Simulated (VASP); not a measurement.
Input of a VASP 6.6.1 run:

Contents of INCAR:

```
SYSTEM = HgTe
  PREC = Accurate
  ENCUT = 520
  EDIFF = 1E-8
  ISMEAR = -1
  SIGMA = 0.05
  LREAL = .FALSE.
  LASPH = .TRUE.
  NELM = 80
  ALGO = Normal
  ISIF = 2
  LWAVE = .FALSE.
  LCHARG = .FALSE.
  GGA = PS
  LEFG = .TRUE.
  NBANDS = 16
```

Contents of KPOINTS:

```
Automatic mesh
0
G
  9 9 9
  0 0 0
```

POSCAR

```
HgTe
1.0
    0.0644700000      3.2557350000      3.2557350000
    3.2557350000      0.0644700000      3.2557350000
    3.2557350000      3.2557350000      0.0644700000
Hg Te
1 1
Direct
    0.0000000000      0.0000000000      0.0000000000
    0.7500000000      0.7500000000      0.7500000000
```

Potentials or basis: VASP PAW PBE potentials, release 64 (Hg, Te).

Launch:

```console
$ cat potpaw_PBE.64/Hg/POTCAR potpaw_PBE.64/Te/POTCAR > POTCAR
$ mpirun -np 1 vasp_std > vasp.out
```

(1) Estimate the pressure.

(2) What does it give for the band gap on the k mesh?

## Answers

(1) 1.5 GPa.

(2) zero (filled and empty bands touch).

Caveat: the cell differs from its parent crystal (equal xy, yz and zx shear strains of +2 %); semilocal functionals underestimate gaps, so a narrow gap can read as zero; without QUAD_EFG the Cq values of the log hold for a quadrupole moment of 1 mb, not for the nuclei; the PAW data sets were made with another functional, which shifts forces and pressure a little; spin-orbit coupling is left out, which moves the levels of the heavy elements.
